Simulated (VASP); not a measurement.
# Ir (P6_3/mmc) in VASP: a series of runs

Runs on Ir. Level: PBEsol. Tasks: single point.

Everything below comes from runs of VASP 6.6.1. Logs are shortened: lines on timing, memory, paths and dates and some standing lists are left out, and cuts for length are marked.

## (1) The cell of the first run

Symmetry: P6_3/mmc, No. 194, hexagonal system. The conventional cell has a = 2.971 Å, b = 2.971 Å, c = 4.284 Å, α = 90.00°, β = 90.00°, γ = 120.00°. Ir (site symmetry -6m2) has 12 Ir at 2.74 to 2.97 Å within 3.6 Å.

This isn't the form of Ir at room conditions, which is fcc.

## (2) Single point, PBEsol (strain +0.080 along x and y, -0.040 along z)

INCAR

```
SYSTEM = Ir
PREC     = Accurate       ! precision mode
ENCUT    = 520            ! plane-wave cutoff, eV
EDIFF    = 1E-6           ! SCF threshold, eV
ISMEAR   = 0              ! smearing method
SIGMA    = 0.15           ! smearing width, eV
LREAL    = .FALSE.        ! projectors in reciprocal space
LASPH    = .TRUE.         ! aspherical terms in the spheres
NELM     = 60             ! most SCF steps
ALGO     = Fast           ! electronic algorithm
ISIF     = 2              ! what is computed and relaxed
LWAVE    = .FALSE.        ! write WAVECAR
LCHARG   = .FALSE.        ! write CHGCAR
GGA      = PS             ! functional
NBANDS   = 16             ! bands
```

KPOINTS

```
regular mesh
0
G
  18 18 12
  0 0 0
```

POSCAR

```
Ir
1.0
    2.9714881261      0.0000000000      0.0000000000
   -1.4857440631      2.5733842043      0.0000000000
    0.0000000000      0.0000000000      4.2837984000
Ir
2
Direct
    0.6666666667      0.3333333333      0.7500000000
    0.3333333333      0.6666666667      0.2500000000
```

Potentials or basis: VASP PAW PBE potentials, release 64 (Ir).

Command:

```bash
$ cat potpaw_PBE.64/Ir/POTCAR > POTCAR
$ mpirun -np 1 vasp_std > vasp.out
```

OUTCAR:

```text
SYSTEM = Ir
   PREC = Accurate
   ENCUT = 520
   EDIFF = 1E-6
   ISMEAR = 0
   LREAL = .FALSE.
   LASPH = .TRUE.
   NELM = 60
   ISIF = 2
   GGA = PS

 ion  position               nearest neighbor table
   1  0.667  0.333  0.750-   2 2.74   2 2.74   2 2.74   2 2.74   2 2.74   2 2.74
   2  0.333  0.667  0.250-   1 2.74   1 2.74   1 2.74   1 2.74   1 2.74   1 2.74

  LATTYP: Found a hexagonal cell.
 ALAT       =     2.9714881261
 C/A-ratio  =     1.4416340292

  Lattice vectors:

 A1 = (   2.9714881261,   0.0000000000,   0.0000000000)
 A2 = (  -1.4857440631,   2.5733842043,   0.0000000000)
 A3 = (   0.0000000000,   0.0000000000,   4.2837984000)

Analysis of symmetry for initial positions (statically):
=====================================================================
 Subroutine PRICEL returns:
 Original cell was already a primitive cell.

 Routine SETGRP: Setting up the symmetry group for a
 hexagonal supercell.

 Subroutine GETGRP returns: Found 24 space group operations
 (whereof 12 operations were pure point group operations)
 out of a pool of 24 trial point group operations.

The static configuration has the point symmetry D_3d.
 The point group associated with its full space group is D_6h.

Analysis of symmetry for dynamics (positions and initial velocities):
=====================================================================
 Subroutine PRICEL returns:
 Original cell was already a primitive cell.

 Routine SETGRP: Setting up the symmetry group for a
 hexagonal supercell.

 Subroutine GETGRP returns: Found 24 space group operations
 (whereof 12 operations were pure point group operations)
 out of a pool of 24 trial point group operations.

The dynamic configuration has the point symmetry D_3d.
 The point group associated with its full space group is D_6h.

 Subroutine INISYM returns: Found 24 space group operations
 (whereof 12 operations are pure point group operations),
 and found     1 'primitive' translations

----------------------------------------------------------------------------------------

                                     Primitive cell

  volume of cell :      32.7573

  direct lattice vectors                    reciprocal lattice vectors
     2.971488126  0.000000000  0.000000000     0.336531717  0.194296677  0.000000000
    -1.485744063  2.573384204  0.000000000     0.000000000  0.388593354  0.000000000
[... 85 lines left out ...]
   EDIFF  = 0.1E-05   stopping-criterion for ELM
   LREAL  =      F    real-space projection
   EDIFFG = 0.1E-04   stopping-criterion for IOM
   NSW    =      0    number of steps for IOM
   IBRION =     -1    ionic relax: 0-MD 1-quasi-New 2-CG
   NFREE  =      0    steps in history (QN), initial steepest desc. (CG)
   ISIF   =      2    stress and relaxation
   ISYM   =      2    0-nonsym 1-usesym 2-fastsym
   POTIM  = 0.5000    time-step for ionic-motion
   TEBEG  =    0.0;   TEEND  =   0.0 temperature during run
   PSTRESS=    0.0 pullay stress
   NELECT =      18.0000    total number of electrons
   NUPDOWN=      -1.0000    fix difference up-down
   EMIN   =  10.00;   EMAX   =-10.00  energy-range for DOS
   EFERMI =   0.00;   METHOD = LEGACY
   ISMEAR =     0;   SIGMA  =   0.15  broadening in eV -4-tet -1-fermi 0-gaus
   EFERMI_NEDOS =   21; number of points for ismear=-14 and -15
   IALGO  =     68    algorithm
   IMIX   =      4    mixing-type and parameters
     AMIX     =   0.40;   BMIX     =  1.00
     AMIX_MAG =   1.60;   BMIX_MAG =  1.00
  volume/ion in A,a.u.               =      16.38       110.53
  Fermi-wavevector in a.u.,A,eV,Ry     =   1.340900  2.533934 24.463456  1.798013
  Thomas-Fermi vector in A             =   2.469176
   LORBIT       =      0    0 simple, 1 ext, 2 COOP (PROOUT), +10 PAW based schemes
   GGA     = PS    functional components
   LHFCALC =     F    Hartree Fock is set to
   AEXX    =    0.0000 exact exchange contribution
   IVDW    =     0    specifies the selected vdW correction
   LEPSILON=     F    determine dielectric tensor
   LRPA    =     F    only Hartree local field effects (RPA)
 non-spin polarized calculation
 RMM-DIIS sequential band-by-band and
 Gauss-broadening in eV      SIGMA  =   0.15
  energy-cutoff  :      520.00
  volume of cell :       32.76
 maximum number of plane-waves:       916
 NGX is ok and might be reduce to    24
   NGX = 11   NGY = 11   NGZ = 15

 number of electron      18.0000000 magnetization

 Free energy of the ion-electron system (eV)
  ---------------------------------------------------
  ext. energy  EPLUGINS =         0.00000000
  ---------------------------------------------------
  free energy    TOTEN  =       -18.73455821 eV

  energy without entropy =      -18.69397527  energy(sigma->0) =      -18.71426674

 E-fermi :   8.0013     XC(G=0): -13.2385

 val. band max:        7.9964790492   @ k =   0.3889   0.2222   0.3333
 cond. band min:       8.0017680982   @ k =   0.3333   0.2778   0.1667
 fundamental gap:      0.0052890490
 Fermi energy:         8.0013313511

 k-point     1 :       0.0000    0.0000    0.0000
  band No.  band energies     occupation
      1      -1.7996      2.00000
      2       1.4049      2.00000
      3       4.8391      2.00000
      4       4.8391      2.00000
      5       5.2678      2.00000
      6       5.2678      2.00000
[... 433 lines left out ...]
      3       2.4672      2.00000
      4       4.0567      2.00000
      5       4.3115      2.00000
      6       5.4841      2.00000
[... 8 lines left out ...]
     15      18.3185      0.00000
     16      20.0673      0.00000

 [... further k-points ...]

------------------------ aborting loop because EDIFF is reached ----------------------------------------

  FORCE on cell =-STRESS in cart. coord.  units (eV):
  Direction    XX          YY          ZZ          XY          YZ          ZX
  --------------------------------------------------------------------------------------
  -------------------------------------------------------------------------------------
  Total       -8.1600545     -8.1600545     -4.7584252      0.0000000     -0.0000000      0.0000000
  in kB     -399.1131019   -399.1131019   -232.7373991      0.0000000     -0.0000000      0.0000000
  external PRESSURE =    -343.6545343 kB  Pullay stress =       0.0000000 kB

 VOLUME and BASIS-vectors are now :
 -----------------------------------------------------------------------------
  energy-cutoff  :      520.00
  volume of cell :       32.76
      direct lattice vectors                 reciprocal lattice vectors
     2.971488126  0.000000000  0.000000000     0.336531717  0.194296677  0.000000000
    -1.485744063  2.573384204  0.000000000     0.000000000  0.388593354  0.000000000
     0.000000000  0.000000000  4.283798400     0.000000000  0.000000000  0.233437689

 POSITION                                       TOTAL-FORCE (eV/Angst)
 -----------------------------------------------------------------------------------
      1.48574      0.85779      3.21285         0.000000      0.000000      0.000000
     -0.00000      1.71559      1.07095        -0.000000     -0.000000      0.000000
 -----------------------------------------------------------------------------------
    total drift:                               -0.000000      0.000000     -0.000000

  FREE ENERGIE OF THE ION-ELECTRON SYSTEM (eV)
  ---------------------------------------------------
  free  energy   TOTEN  =       -18.7345582075 eV

  energy  without entropy=      -18.6939752674  energy(sigma->0) =      -18.71426674
```

OSZICAR:

```text
N       E                     dE             d eps       ncg     rms          rms(c)
DAV:   1     0.133691053777E+03    0.13369E+03   -0.83185E+03  8288   0.111E+03
DAV:   2    -0.161466418743E+02   -0.14984E+03   -0.13445E+03  8296   0.295E+02
DAV:   3    -0.200258981740E+02   -0.38793E+01   -0.38045E+01 11344   0.553E+01
DAV:   4    -0.200677469985E+02   -0.41849E-01   -0.41835E-01  9208   0.503E+00
DAV:   5    -0.200688869555E+02   -0.11400E-02   -0.11399E-02 11528   0.865E-01    0.158E+01
RMM:   6    -0.188703509431E+02    0.11985E+01   -0.16260E+00  8299   0.136E+01    0.566E+00
RMM:   7    -0.187405264699E+02    0.12982E+00   -0.63524E-01  8497   0.534E+00    0.247E+00
RMM:   8    -0.187429085402E+02   -0.23821E-02   -0.64529E-02  9446   0.291E+00    0.192E+00
RMM:   9    -0.187401528666E+02    0.27557E-02   -0.14363E-02  9457   0.788E-01    0.132E+00
RMM:  10    -0.187345498746E+02    0.56030E-02   -0.12409E-02  8705   0.143E+00    0.393E-01
RMM:  11    -0.187346916701E+02   -0.14180E-03   -0.60195E-04  9073   0.212E-01    0.290E-01
RMM:  12    -0.187346707180E+02    0.20952E-04   -0.18676E-04 10021   0.116E-01    0.224E-01
RMM:  13    -0.187346471714E+02    0.23547E-04   -0.50336E-05  9235   0.457E-02    0.184E-01
RMM:  14    -0.187345606548E+02    0.86517E-04   -0.17163E-04 11537   0.135E-01    0.361E-02
RMM:  15    -0.187345586028E+02    0.20520E-05   -0.11121E-05  9386   0.262E-02    0.163E-02
RMM:  16    -0.187345582075E+02    0.39538E-06   -0.18181E-06  6022   0.978E-03
   1 F= -.18734558E+02 E0= -.18714267E+02  d E =-.405829E-01
```

Run time: 3.1 min. Hardware: 1 thread of Intel Xeon 8259CL, shared host; peak memory 0.24 GiB.

What came out:

* Free energy: -18.7346 eV
* Pressure: -34.4 GPa
* Band gap on the k mesh: zero (bands 9 and 10 overlap by 2.14 eV)

Stress tensor (GPa, compression positive):
```
-39.91   0.00   0.00
  0.00 -39.91   0.00
  0.00   0.00 -23.27
```

Levels at points of the mesh, in eV from the Fermi level:
```csv
k point,band 5,band 6,band 7,band 8,band 9,band 10,band 11,band 12,band 13,band 14
"(0.00, 0.00, 0.00)",-2.73,-2.73,-2.41,-2.41,-2.22,0.20,0.20,0.66,7.29,13.75
"(0.50, 0.00, 0.00)",-3.22,-2.39,-1.78,-0.12,0.47,1.15,1.99,3.00,8.21,9.44
"(0.00, 0.00, 0.50)",-3.59,-3.59,-3.16,-3.16,-0.27,-0.27,-0.27,-0.27,13.48,13.48
"(0.50, 0.00, 0.50)",-2.16,-2.16,-0.80,-0.80,0.28,0.28,1.60,1.60,6.24,6.24
```

Caveat: the cell differs from its parent crystal (strain +0.080 along x and y, -0.040 along z); the stress differs along the axes, from -40 to -23 GPa; the PAW data sets were made with another functional, which shifts forces and pressure a little; spin-orbit coupling is left out, which moves the levels of the heavy elements.

## (3) Single point, PBEsol (strain +0.040 along x and y, +0.040 along z)

Changes to INCAR since step 2:

```diff
@@ -12,4 +12,6 @@
 LWAVE    = .FALSE.        ! write WAVECAR
-LCHARG   = .FALSE.        ! write CHGCAR
+LCHARG   = .TRUE.         ! write CHGCAR
 GGA      = PS             ! functional
+LELF     = .TRUE.         ! ELF
+LVHAR    = .TRUE.       
 NBANDS   = 16             ! bands
```

KPOINTS

```
Automatic mesh
0
G
  18 18 12
  0 0 0
```

POSCAR

```
Ir
1.0
    2.8614330104      0.0000000000      0.0000000000
   -1.4307165052      2.4780736782      0.0000000000
    0.0000000000      0.0000000000      4.6407816000
Ir
2
Direct
    0.6666666667      0.3333333333      0.7500000000
    0.3333333333      0.6666666667      0.2500000000
```

Potentials or basis: VASP PAW PBE potentials, release 64 (Ir).

Command:

```bash
$ cat potpaw_PBE.64/Ir/POTCAR > POTCAR
$ mpirun -np 1 vasp_std > vasp.out
```

Run time: 3.7 min. Hardware: 1 thread of Intel Xeon 8259CL, shared host; peak memory 0.24 GiB.

It converged, with:

- Free energy: -18.8391 eV
- Pressure: -39.3 GPa
- Band gap on the k mesh: zero (bands 9 and 10 overlap by 2.59 eV)

Stress tensor (GPa, compression positive):
```
-38.98   0.00   0.00
  0.00 -38.98   0.00
  0.00   0.00 -39.87
```

Levels at points of the mesh, in eV from the Fermi level:
```tsv
k point	band 6	band 7	band 8	band 9	band 10	band 11	band 12	band 13
(0.00, 0.00, 0.00)	-2.53	-2.53	-1.89	-1.89	-0.44	0.21	0.21	5.74
(0.50, 0.00, 0.00)	-2.80	-2.39	0.53	0.73	0.85	2.43	3.67	7.36
(0.00, 0.00, 0.50)	-3.14	-3.14	-3.14	-0.39	-0.39	-0.39	-0.39	13.04
(0.50, 0.00, 0.50)	-1.68	-0.69	-0.69	0.72	0.72	1.78	1.78	6.34
```

Caveat: the cell differs from its parent crystal (strain +0.040 along x and y, +0.040 along z); the cell stands under tension; the PAW data sets were made with another functional, which shifts forces and pressure a little; spin-orbit coupling is left out, which moves the levels of the heavy elements.
